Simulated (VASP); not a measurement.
# BN in VASP: a series of runs, part 2 of 2

VASP 6.6.1. Earlier steps stand in the parts before.

## Step 5: Single point, PBE

INCAR reads:

```
SYSTEM = BN
PREC = Accurate ; ENCUT = 700
EDIFF = 1E-6 ; ISMEAR = 0
SIGMA = 0.01 ; LREAL = .False.
LASPH = .True. ; NELM = 120
ALGO = Normal ; ISIF = 2
LWAVE = .False. ; LCHARG = .False.
GGA = PE ; ISYM = -1
NBANDS = 11 ; GGA_COMPAT = .False.
```

KPOINTS reads:

```
explicit points
63
Reciprocal
  0.10000000   0.10000000   0.10000000 2
  0.10000000   0.10000000   0.30000000 2
  0.10000000   0.10000000   0.50000000 2
  0.10000000   0.10000000   0.70000000 2
  0.10000000   0.10000000   0.90000000 2
  0.10000000   0.30000000   0.10000000 2
  0.10000000   0.30000000   0.30000000 2
  0.10000000   0.30000000   0.50000000 2
  0.10000000   0.30000000   0.70000000 2
  0.10000000   0.30000000   0.90000000 2
  0.10000000   0.50000000   0.10000000 2
  0.10000000   0.50000000   0.30000000 2
  0.10000000   0.50000000   0.50000000 2
  0.10000000   0.50000000   0.70000000 2
  0.10000000   0.50000000   0.90000000 2
  0.10000000   0.70000000   0.10000000 2
  0.10000000   0.70000000   0.30000000 2
  0.10000000   0.70000000   0.50000000 2
  0.10000000   0.70000000   0.70000000 2
  0.10000000   0.70000000   0.90000000 2
  0.10000000   0.90000000   0.10000000 2
  0.10000000   0.90000000   0.30000000 2
  0.10000000   0.90000000   0.50000000 2
  0.10000000   0.90000000   0.70000000 2
  0.10000000   0.90000000   0.90000000 2
  0.30000000   0.10000000   0.10000000 2
  0.30000000   0.10000000   0.30000000 2
  0.30000000   0.10000000   0.50000000 2
  0.30000000   0.10000000   0.70000000 2
  0.30000000   0.10000000   0.90000000 2
  0.30000000   0.30000000   0.10000000 2
  0.30000000   0.30000000   0.30000000 2
  0.30000000   0.30000000   0.50000000 2
  0.30000000   0.30000000   0.70000000 2
  0.30000000   0.30000000   0.90000000 2
  0.30000000   0.50000000   0.10000000 2
  0.30000000   0.50000000   0.30000000 2
  0.30000000   0.50000000   0.50000000 2
  0.30000000   0.50000000   0.70000000 2
  0.30000000   0.50000000   0.90000000 2
  0.30000000   0.70000000   0.10000000 2
  0.30000000   0.70000000   0.30000000 2
  0.30000000   0.70000000   0.50000000 2
  0.30000000   0.70000000   0.70000000 2
  0.30000000   0.70000000   0.90000000 2
  0.30000000   0.90000000   0.10000000 2
  0.30000000   0.90000000   0.30000000 2
  0.30000000   0.90000000   0.50000000 2
  0.30000000   0.90000000   0.70000000 2
  0.30000000   0.90000000   0.90000000 2
  0.50000000   0.10000000   0.10000000 2
  0.50000000   0.10000000   0.30000000 2
  0.50000000   0.10000000   0.50000000 2
  0.50000000   0.10000000   0.70000000 2
  0.50000000   0.10000000   0.90000000 2
  0.50000000   0.30000000   0.10000000 2
  0.50000000   0.30000000   0.30000000 2
  0.50000000   0.30000000   0.50000000 2
  0.50000000   0.30000000   0.70000000 2
  0.50000000   0.30000000   0.90000000 2
  0.50000000   0.50000000   0.10000000 2
  0.50000000   0.50000000   0.30000000 2
  0.50000000   0.50000000   0.50000000 1
```

POSCAR reads:

```
BN
1.0
    0.0000000000      1.8075000000      1.8075000000
    1.8075000000      0.0000000000      1.8075000000
    1.8075000000      1.8075000000      0.0000000000
B N
1 1
Direct
   -0.0069156293      0.0069156293      0.0069156293
    0.2500000000      0.2500000000      0.2500000000
```

Potentials or basis: VASP PAW PBE potentials, release 64 (B, N).

The run is started by

```sh
$ cat potpaw_PBE.64/B/POTCAR potpaw_PBE.64/N/POTCAR > POTCAR
$ mpirun -np 1 vasp_std > vasp.out
```

OUTCAR:

```text
SYSTEM = BN
   PREC = Accurate
   ENCUT = 700
   EDIFF = 1E-6
   ISMEAR = 0
   LREAL = .False.
   LASPH = .True.
   NELM = 120
   ISIF = 2
   GGA = PE
   ISYM = -1

 ion  position               nearest neighbor table
   1  0.993  0.007  0.007-   2 1.55   2 1.55   2 1.58   2 1.58
   2  0.250  0.250  0.250-   1 1.55   1 1.55   1 1.58   1 1.58

IMPORTANT INFORMATION: All symmetrisations will be switched off!
NOSYMM: (Re-)initialisation of all symmetry stuff for point group C_1.

----------------------------------------------------------------------------------------

                                     Primitive cell

  volume of cell :      11.8104

  direct lattice vectors                    reciprocal lattice vectors
     0.000000000  1.807500000  1.807500000    -0.276625173  0.276625173  0.276625173
     1.807500000  0.000000000  1.807500000     0.276625173 -0.276625173  0.276625173
     1.807500000  1.807500000  0.000000000     0.276625173  0.276625173 -0.276625173

  length of vectors
     2.556191014  2.556191014  2.556191014     0.479128854  0.479128854  0.479128854

  position of ions in fractional coordinates (direct lattice)
     0.993084371  0.006915629  0.006915629
     0.250000000  0.250000000  0.250000000

  ion indices of the primitive-cell ions
   primitive index   ion index
                 1           1
                 2           2

----------------------------------------------------------------------------------------

 KPOINTS: explicit points

Read explicit list of k-points.

 Found     63 k-points:

 Following reciprocal coordinates:
            Coordinates               Weight
  0.100000  0.100000  0.100000      0.016000
  0.100000  0.100000  0.300000      0.016000
  0.100000  0.100000  0.500000      0.016000
  0.100000  0.100000  0.700000      0.016000
  0.100000  0.100000  0.900000      0.016000
  0.100000  0.300000  0.100000      0.016000
[... 16 lines left out ...]
  0.100000  0.900000  0.500000      0.016000
  0.100000  0.900000  0.700000      0.016000
 [... further k-points ...]
[... 47 lines left out ...]
   LEPSILON=     F    determine dielectric tensor
   LRPA    =     F    only Hartree local field effects (RPA)
 non-spin polarized calculation
 Gauss-broadening in eV      SIGMA  =   0.01
  energy-cutoff  :      700.00
  volume of cell :       11.81
 maximum number of plane-waves:       516
 NGX is ok and might be reduce to    24
   NGX = 11   NGY = 11   NGZ = 11

 number of electron       8.0000000 magnetization

 Free energy of the ion-electron system (eV)
  ---------------------------------------------------
  ext. energy  EPLUGINS =         0.00000000
  ---------------------------------------------------
  free energy    TOTEN  =       -17.44930485 eV

  energy without entropy =      -17.44930485  energy(sigma->0) =      -17.44930485

 E-fermi :   7.4380     XC(G=0): -12.8225

 val. band max:        7.3592826995   @ k =   0.1000   0.1000   0.1000
 cond. band min:      12.6235344125   @ k =   0.5000   0.5000   0.1000
 fundamental gap:      5.2642517130
 Fermi energy:         7.4380345343

 k-point     1 :       0.1000    0.1000    0.1000
  band No.  band energies     occupation
      1     -12.5857      2.00000
      2       6.0018      2.00000
      3       7.0795      2.00000
      4       7.3593      2.00000
      5      16.4322      0.00000
      6      16.4813      0.00000
      7      16.7638      0.00000
      8      18.5944      0.00000
      9      31.8498      0.00000
     10      32.4923      0.00000
     11      32.5505      0.00000
[... 309 lines left out ...]
 k-point    24 :       0.1000    0.9000    0.7000
  band No.  band energies     occupation
      1     -10.1521      2.00000
      2       0.7643      2.00000
      3       3.5915      2.00000
      4       5.4848      2.00000
      5      16.5440      0.00000
      6      18.7845      0.00000
      7      20.1246      0.00000
      8      20.9748      0.00000
      9      27.5022      0.00000
     10      32.4224      0.00000
     11      34.4772      0.00000

 [... further k-points ...]

------------------------ aborting loop because EDIFF is reached ----------------------------------------

  FORCE on cell =-STRESS in cart. coord.  units (eV):
  Direction    XX          YY          ZZ          XY          YZ          ZX
  --------------------------------------------------------------------------------------
  -------------------------------------------------------------------------------------
  Total        0.2336806      0.2408809      0.2408811     -0.0219947      0.0257711     -0.0219963
  in kB       31.7006600     32.6774386     32.6774720     -2.9837613      3.4960514     -2.9839736
  external PRESSURE =      32.3518569 kB  Pullay stress =       0.0000000 kB

 VOLUME and BASIS-vectors are now :
 -----------------------------------------------------------------------------
  energy-cutoff  :      700.00
  volume of cell :       11.81
      direct lattice vectors                 reciprocal lattice vectors
     0.000000000  1.807500000  1.807500000    -0.276625173  0.276625173  0.276625173
     1.807500000  0.000000000  1.807500000     0.276625173 -0.276625173  0.276625173
     1.807500000  1.807500000  0.000000000     0.276625173  0.276625173 -0.276625173

 POSITION                                       TOTAL-FORCE (eV/Angst)
 -----------------------------------------------------------------------------------
      0.02500      1.80750      1.80750        -0.617921     -0.011238     -0.011238
      0.90375      0.90375      0.90375         0.617921      0.011238      0.011238
 -----------------------------------------------------------------------------------
    total drift:                               -0.000015     -0.000004     -0.000003

  FREE ENERGIE OF THE ION-ELECTRON SYSTEM (eV)
  ---------------------------------------------------
  free  energy   TOTEN  =       -17.4493048528 eV

  energy  without entropy=      -17.4493048528  energy(sigma->0) =      -17.44930485
```

Wall time 4.4 s (1 thread of Intel Xeon 6975P-C (Granite Rapids), shared host); peak memory 0.14 GiB.

Results:

- Free energy: -17.4493 eV
- Pressure: 3.2 GPa
- Largest force: 0.618 eV/Å
- Band gap on the k mesh: 5.26 eV (least direct gap 9.07 eV)

Forces on the atoms (eV/Å):
```
B   -0.618 -0.011 -0.011
N    0.618  0.011  0.011
```

Caveat: the cell stands under pressure; a shifted mesh leaves out Γ, where band edges can lie.

## Step 6: Single point, PBE

INCAR reads:

```
  ALGO = Normal
  EDIFF = 1E-6
  ENCUT = 700
  GGA = PE
  GGA_COMPAT = F
  ISIF = 2
  ISMEAR = 0
  ISYM = -1
  LASPH = T
  LCHARG = F
  LREAL = F
  LWAVE = F
  NBANDS = 11
  NELM = 120
  PREC = Accurate
  SIGMA = 0.01
```

KPOINTS is that of step 5.

Edit POSCAR of step 5 so:

```diff
@@ -8,3 +8,3 @@
 Direct
-   -0.0069156293      0.0069156293      0.0069156293
+   -0.0138312586      0.0138312586      0.0138312586
     0.2500000000      0.2500000000      0.2500000000
```

Potentials or basis: VASP PAW PBE potentials, release 64 (B, N).

The run is started by

```sh
$ cat potpaw_PBE.64/B/POTCAR potpaw_PBE.64/N/POTCAR > POTCAR
$ mpirun -np 1 vasp_std > vasp.out
```

It took 5.1 s on 1 thread of Intel Xeon 6975P-C (Granite Rapids), shared host; peak memory 0.13 GiB.

It converged, with:

```yaml
Free_energy: -17.4263 eV
Pressure: 3.8 GPa
Largest_force: 1.218 eV/Å
Band_gap_on_the_k_mesh: 5.04 eV (least direct gap 8.72 eV)
```

Forces on the atoms (eV/Å):
```
B   -1.218 -0.009 -0.009
N    1.218  0.009  0.009
```

Stress tensor (GPa, compression positive):
```
 3.54 -0.31 -0.31
-0.31  3.91  0.99
-0.31  0.99  3.91
```

Levels at points of the mesh, in eV from the valence-band top:
```csv
k point,band 1,band 2,band 3,band 4,band 5,band 6,band 7,band 8,band 9
"(0.50, 0.50, 0.50)",-16.18,-10.92,-2.33,-1.74,9.90,10.09,11.32,15.26,22.99
```

Caveat: the cell stands under pressure; a shifted mesh leaves out Γ, where band edges can lie; forces of over 1 eV/Å act on the atoms, so gaps and moduli don't describe the material at rest. A k mesh can miss the band edges.

## Step 7: Summary

| cell | gap on the mesh (eV) | pressure (GPa) | largest force (eV/Å) |
| --- | --- | --- | --- |
| as given, atomic positions A | 5.25 | 3.8 | 1.19 |
| as given, atomic positions B | 5.38 | 3.2 | 0.59 |
| as given, atomic positions C | 5.26 | 3.2 | 0.62 |
| as given, atomic positions D | 5.04 | 3.8 | 1.22 |

Alike in all rows: task single point; level PBE; potentials or basis VASP PAW PBE potentials, release 64 (B, N); no spin polarisation; k mesh 5 × 5 × 5, shifted; cutoff (eV) 700; smearing gaussian 0.01 eV.

Caveats: the cell stands under pressure; a shifted mesh leaves out Γ, where band edges can lie; forces of over 1 eV/Å act on the atoms, so gaps and moduli don't describe the material at rest (at least some runs).

Total energies depend on the potentials used, so only differences within one code and one set of settings carry meaning.
